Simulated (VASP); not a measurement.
# Co in VASP: further runs

The runs below take Co through single point, with PBE.

Program: VASP 6.6.1. These are calculated values, not measurements. Logs are shortened: lines on timing, memory, paths and dates and some standing lists are left out, and cuts for length are marked.

**1. The cell of the first run**

The cell holds a slab with vacuum, 4 atoms: a = 2.493 Å, b = 4.037 Å, c = 24.637 Å, α = 90.00°, β = 90.00°, γ = 90.00°.

**2. Single point, PBE, collinear spin, ferromagnetic start**

INCAR

```
ALGO = Normal
DIPOL = 0.5 0.5 0.500
EDIFF = 1E-7
ENCUT = 520
GGA = PE
IDIPOL = 3
ISIF = 2
ISMEAR = -1
ISPIN = 2
LASPH = T
LCHARG = F
LDIPOL = T
LMAXMIX = 4
LORBIT = 11
LREAL = F
LWAVE = F
MAGMOM = 1.7 1.7 1.7 1.7
NBANDS = 30
NELM = 150
PREC = Accurate
SIGMA = 0.1
```

KPOINTS

```
k-points
0
Gamma
  15 9 1
```

POSCAR

```
Co
1.0
    2.4930397963      0.0000000000      0.0000000000
    0.0000000000      4.0369295231      0.0000000000
    0.0000000000      0.0000000000     24.6370000000
Co
4
Direct
    0.0000000000      0.7500000000      0.4464822658
    0.5000000000      0.2500000000      0.4693911827
    0.5000000000      0.7500000000      0.5306088197
    0.0000000000      0.2500000000      0.5535177342
```

Potentials or basis: VASP PAW PBE potentials, release 64 (Co).

Started as:

```console
cat potpaw_PBE.64/Co/POTCAR > POTCAR
mpirun -np 1 vasp_std > vasp.out
```

OUTCAR:

```text
EDIFF = 1E-7
   ENCUT = 520
   GGA = PE
   ISIF = 2
   ISMEAR = -1
   ISPIN = 2
   LASPH = T
   LORBIT = 11
   LREAL = F
   NELM = 150
   PREC = Accurate

 ion  position               nearest neighbor table
   1  0.000  0.750  0.446-   3 2.42   3 2.42   2 2.44   2 2.44   2 2.44   2 2.44
   2  0.500  0.250  0.469-   4 2.42   4 2.42   1 2.44   1 2.44   1 2.44   1 2.44   3 2.52   3 2.52

   3  0.500  0.750  0.531-   1 2.42   1 2.42   4 2.44   4 2.44   4 2.44   4 2.44   2 2.52   2 2.52

   4  0.000  0.250  0.554-   2 2.42   2 2.42   3 2.44   3 2.44   3 2.44   3 2.44

  LATTYP: Found a simple orthorhombic cell.
 ALAT       =     2.4930397963
 B/A-ratio  =     1.6192800167
 C/A-ratio  =     9.8823131651

  Lattice vectors:

 A1 = (   2.4930397963,   0.0000000000,   0.0000000000)
 A2 = (   0.0000000000,   4.0369295231,   0.0000000000)
 A3 = (   0.0000000000,   0.0000000000,  24.6370000000)

Analysis of symmetry for initial positions (statically):
=====================================================================
 Subroutine PRICEL returns:
 Original cell was already a primitive cell.

 Routine SETGRP: Setting up the symmetry group for a
 simple orthorhombic supercell.

 Subroutine GETGRP returns: Found  8 space group operations
 (whereof  4 operations were pure point group operations)
 out of a pool of  8 trial point group operations.

The static configuration has the point symmetry C_2h.
 The point group associated with its full space group is D_2h.

Analysis of symmetry for dynamics (positions and initial velocities):
=====================================================================
 Subroutine PRICEL returns:
 Original cell was already a primitive cell.

 Routine SETGRP: Setting up the symmetry group for a
 simple orthorhombic supercell.

 Subroutine GETGRP returns: Found  8 space group operations
 (whereof  4 operations were pure point group operations)
 out of a pool of  8 trial point group operations.

The dynamic configuration has the point symmetry C_2h.
 The point group associated with its full space group is D_2h.

Analysis of structural, dynamic, and magnetic symmetry:
=====================================================================
 Subroutine PRICEL returns:
 Original cell was already a primitive cell.

 Routine SETGRP: Setting up the symmetry group for a
 simple orthorhombic supercell.

 Subroutine GETGRP returns: Found  8 space group operations
 (whereof  4 operations were pure point group operations)
 out of a pool of  8 trial point group operations.

The overall configuration has the point symmetry C_2h.
 The point group associated with its full space group is D_2h.

 Subroutine INISYM returns: Found  8 space group operations
 (whereof  4 operations are pure point group operations),
 and found     1 'primitive' translations

----------------------------------------------------------------------------------------

                                     Primitive cell

  volume of cell :     247.9523

  direct lattice vectors                    reciprocal lattice vectors
     2.493039796  0.000000000  0.000000000     0.401116742  0.000000000  0.000000000
     0.000000000  4.036929523  0.000000000     0.000000000  0.247713019  0.000000000
     0.000000000  0.000000000 24.637000000     0.000000000  0.000000000  0.040589357

  length of vectors
     2.493039796  4.036929523 24.637000000     0.401116742  0.247713019  0.040589357

  position of ions in fractional coordinates (direct lattice)
     0.000000000  0.750000000  0.446482266
     0.500000000  0.250000000  0.469391183
     0.500000000  0.750000000  0.530608820
     0.000000000  0.250000000  0.553517734

  ion indices of the primitive-cell ions
   primitive index   ion index
                 1           1
                 2           2
                 3           3
                 4           4

----------------------------------------------------------------------------------------

 KPOINTS: k-points

[... 27 lines left out ...]
  0.200000  0.000000  0.000000      2.000000
  0.266667  0.000000  0.000000      2.000000
  0.333333  0.000000  0.000000      2.000000
[... 16 lines left out ...]
  0.400000  0.222222  0.000000      4.000000
  0.466667  0.222222  0.000000      4.000000
 [... further k-points ...]
   k-points           NKPTS =     40   k-points in BZ     NKDIM =     40   number of bands    NBANDS=     30
   number of dos      NEDOS =    301   number of ions     NIONS =      4
   total plane-waves  NPLWV = 115200
   dimension x,y,z NGX =    20 NGY =   30 NGZ =  192
   dimension x,y,z NGXF=    40 NGYF=   60 NGZF=  384
   ions per type =               4
   NGX,Y,Z   is equivalent  to a cutoff of  13.34, 12.35, 12.96 a.u.
   NGXF,Y,Z  is equivalent  to a cutoff of  26.67, 24.71, 25.91 a.u.
 SYSTEM =  unknown system
   PREC   = accura    normal or accurate (medium, high low for compatibility)
   ISTART =      0    job   : 0-new  1-cont  2-samecut
   ICHARG =      2    charge: 1-file 2-atom 10-const
   ISPIN  =      2    spin polarized calculation?
   LNONCOLLINEAR =      F non collinear calculations
   LSORBIT =      F    spin-orbit coupling
   LASPH  =      T    aspherical Exc in radial PAW
   ENCUT  =  520.0 eV  38.22 Ry    6.18 a.u.   4.64  7.51 45.81*2*pi/ulx,y,z
   NELM   =    150;   NELMIN=  2; NELMDL= -5     # of ELM steps
   EDIFF  = 0.1E-06   stopping-criterion for ELM
   LREAL  =      F    real-space projection
   EDIFFG = 0.1E-05   stopping-criterion for IOM
   NSW    =      0    number of steps for IOM
   IBRION =     -1    ionic relax: 0-MD 1-quasi-New 2-CG
   NFREE  =      0    steps in history (QN), initial steepest desc. (CG)
   ISIF   =      2    stress and relaxation
   ISYM   =      2    0-nonsym 1-usesym 2-fastsym
   POTIM  = 0.5000    time-step for ionic-motion
   TEBEG  =    0.0;   TEEND  =   0.0 temperature during run
   PSTRESS=    0.0 pullay stress
   NELECT =      36.0000    total number of electrons
   NUPDOWN=      -1.0000    fix difference up-down
   EMIN   =  10.00;   EMAX   =-10.00  energy-range for DOS
   EFERMI =   0.00;   METHOD = LEGACY
   ISMEAR =    -1;   SIGMA  =   0.10  broadening in eV -4-tet -1-fermi 0-gaus
   EFERMI_NEDOS =   21; number of points for ismear=-14 and -15
   IALGO  =     38    algorithm
   IMIX   =      4    mixing-type and parameters
     AMIX     =   0.40;   BMIX     =  1.00
     AMIX_MAG =   1.60;   BMIX_MAG =  1.00
  volume/ion in A,a.u.               =      61.99       418.32
  Fermi-wavevector in a.u.,A,eV,Ry     =   0.860438  1.625992 10.073122  0.740354
  Thomas-Fermi vector in A             =   1.977943
   LORBIT       =     11    0 simple, 1 ext, 2 COOP (PROOUT), +10 PAW based schemes
   GGA     = PE    functional components
   LHFCALC =     F    Hartree Fock is set to
   AEXX    =    0.0000 exact exchange contribution
   IVDW    =     0    specifies the selected vdW correction
   LEPSILON=     F    determine dielectric tensor
   LRPA    =     F    only Hartree local field effects (RPA)
 spin polarized calculation
  energy-cutoff  :      520.00
  volume of cell :      247.95
 maximum number of plane-waves:      6721
 NGX is ok and might be reduce to    20
   NGX =  9   NGY = 15   NGZ = 91

 dipolmoment           0.000000      0.000000      0.000000 electrons x Angstroem

 number of electron      35.9999972 magnetization       7.0246236

 dipolmoment           0.000000      0.000000     -0.000000 electrons x Angstroem

 Free energy of the ion-electron system (eV)
  ---------------------------------------------------
  ext. energy  EPLUGINS =         0.00000000
  ---------------------------------------------------
  free energy    TOTEN  =       -25.39130649 eV

  energy without entropy =      -25.23677952  energy(sigma->0) =      -25.31404300

 E-fermi :  -2.0416     XC(G=0):  -3.1350

 val. band max:       -2.0442325820   @ k =   0.4000   0.1111   0.0000
 cond. band min:      -2.0412767513   @ k =   0.4000   0.2222   0.0000
 fundamental gap:      0.0029558307
 Fermi energy:        -2.0416226232

 spin component 1

 k-point     1 :       0.0000    0.0000    0.0000
  band No.  band energies     occupation
      1      -9.8208      1.00000
      2      -7.4236      1.00000
      3      -6.6148      1.00000
      4      -6.5397      1.00000
      5      -6.2993      1.00000
      6      -4.9094      1.00000
[... 781 lines left out ...]
     29       7.6348      0.00000
     30       7.7809      0.00000

 [... further k-points ...]

 spin component 2

 k-point     1 :       0.0000    0.0000    0.0000
  band No.  band energies     occupation
      1      -9.7830      1.00000
      2      -6.9046      1.00000
      3      -5.4480      1.00000
      4      -5.2888      1.00000
      5      -4.9799      1.00000
      6      -3.3649      1.00000
[... 781 lines left out ...]
     29       7.9549      0.00000
     30       8.1056      0.00000

 [... further k-points ...]

------------------------ aborting loop because EDIFF is reached ----------------------------------------

 vacuum level on the upper side and lower side of the slab       (xc-potential included)        -0.004        -0.004

  FORCE on cell =-STRESS in cart. coord.  units (eV):
  Direction    XX          YY          ZZ          XY          YZ          ZX
  --------------------------------------------------------------------------------------
  -------------------------------------------------------------------------------------
  Total       -1.9004351     -1.6376370     -0.1152862      0.0000000      0.0000000      0.0000000
  in kB      -12.2799168    -10.5818116     -0.7449373      0.0000000      0.0000000      0.0000000
  external PRESSURE =      -7.8688886 kB  Pullay stress =       0.0000000 kB

 VOLUME and BASIS-vectors are now :
 -----------------------------------------------------------------------------
  energy-cutoff  :      520.00
  volume of cell :      247.95
      direct lattice vectors                 reciprocal lattice vectors
     2.493039796  0.000000000  0.000000000     0.401116742  0.000000000  0.000000000
     0.000000000  4.036929523  0.000000000     0.000000000  0.247713019  0.000000000
     0.000000000  0.000000000 24.637000000     0.000000000  0.000000000  0.040589357

 POSITION                                       TOTAL-FORCE (eV/Angst)
 -----------------------------------------------------------------------------------
      0.00000      3.02770     10.99998         0.000000     -0.000000      0.024897
      1.24652      1.00923     11.56439        -0.000000      0.000000      0.029929
      1.24652      3.02770     13.07261         0.000000     -0.000000     -0.029929
      0.00000      1.00923     13.63702         0.000000     -0.000000     -0.024897
 -----------------------------------------------------------------------------------
    total drift:                               -0.000000      0.000000     -0.000034

  FREE ENERGIE OF THE ION-ELECTRON SYSTEM (eV)
  ---------------------------------------------------
  free  energy   TOTEN  =       -25.3913064901 eV

  energy  without entropy=      -25.2367795187  energy(sigma->0) =      -25.31404300

 vacuum level on the upper side and lower side of the slab         2.707         2.707

 total charge

# of ion       s       p       d       tot
------------------------------------------
    1        0.488   0.388   7.243   8.119
    2        0.495   0.466   7.250   8.211
    3        0.495   0.466   7.250   8.211
    4        0.488   0.388   7.243   8.119
--------------------------------------------------
tot          1.965   1.707  28.986  32.659

 magnetization (x)

# of ion       s       p       d       tot
------------------------------------------
    1       -0.002  -0.039   1.862   1.821
    2       -0.016  -0.048   1.776   1.712
    3       -0.016  -0.048   1.776   1.712
    4       -0.002  -0.039   1.862   1.821
--------------------------------------------------
tot         -0.036  -0.175   7.276   7.065
```

Wall time 24 min (1 thread of AMD EPYC 9R14 (Zen 4), shared host); peak memory 0.62 GiB.

Results:

```yaml
Free_energy: -25.3913 eV
Largest_force: 0.030 eV/Å
Net_moment: 7.02 μB per cell
Site_moments: Co +1.82, +1.71 (each value once) μB
Valence_electrons_inside_the_program's_atomic_spheres: Co 8.12, 8.21 (each value once)
```

Forces in eV/Å, atoms in the order of the input:
```
Co   0.000  0.000  0.025
Co   0.000  0.000  0.030
Co   0.000  0.000 -0.030
Co   0.000  0.000 -0.025
```

**3. Single point, PBE, collinear spin, ferromagnetic start**

This run uses another cell than the first one.

INCAR

```
SYSTEM = Co
  PREC = Accurate
  ENCUT = 520
  EDIFF = 1E-7
  ISMEAR = -1
  SIGMA = 0.1
  LREAL = .False.
  LASPH = .True.
  NELM = 150
  ALGO = Normal
  ISIF = 2
  LWAVE = .False.
  LCHARG = .False.
  ISPIN = 2
  MAGMOM = 1.7 1.7 1.7 1.7
  LORBIT = 11
  LMAXMIX = 4
  LDIPOL = .True.
  IDIPOL = 3
  DIPOL = 0.5 0.5 0.500
  GGA = PE
  NBANDS = 30
```

KPOINTS

```
Automatic mesh
0
Gamma
  15 9 1
  0 0 0
```

POSCAR

```
Co
1.0
    2.4930397963      0.0000000000      0.0000000000
    0.0000000000      4.0369295231      0.0000000000
    0.0000000000      0.0000000000     18.8787000000
Co
4
Direct
    0.0000000000      0.7500000000      0.4301585155
    0.5000000000      0.2500000000      0.4600550120
    0.5000000000      0.7500000000      0.5399449896
    0.0000000000      0.2500000000      0.5698414829
```

Potentials or basis: VASP PAW PBE potentials, release 64 (Co).

Started as:

```console
cat potpaw_PBE.64/Co/POTCAR > POTCAR
mpirun -np 1 vasp_std > vasp.out
```

Run time: 26 min. Hardware: 1 thread of AMD EPYC 7R13, shared host; peak memory 0.49 GiB.

Results (log left out):

```yaml
Free_energy: -25.3913 eV
Largest_force: 0.030 eV/Å
Net_moment: 7.02 μB per cell
Site_moments: Co +1.82, +1.71 (each value once) μB
Valence_electrons_inside_the_program's_atomic_spheres: Co 8.12, 8.21 (each value once)
```

Forces on the atoms (eV/Å):
```
Co   0.000  0.000  0.025
Co   0.000  0.000  0.030
Co   0.000  0.000 -0.030
Co   0.000  0.000 -0.025
```

Levels at points of the mesh, in eV from the Fermi level:
Spin up:
```
           k point  band 18  band 19  band 20  band 21  band 22  band 23  band 24  band 25  band 26  band 27
(0.00, 0.00, 0.00)    -1.71    -1.08    -0.98    -0.62    -0.59     0.28     1.58     4.13     4.56     5.72
```
Spin down:
```csv
k point,band 11,band 12,band 13,band 14,band 15,band 16,band 17,band 18
"(0.00, 0.00, 0.00)",-0.64,-0.56,-0.55,-0.53,-0.22,-0.16,-0.15,0.02
```
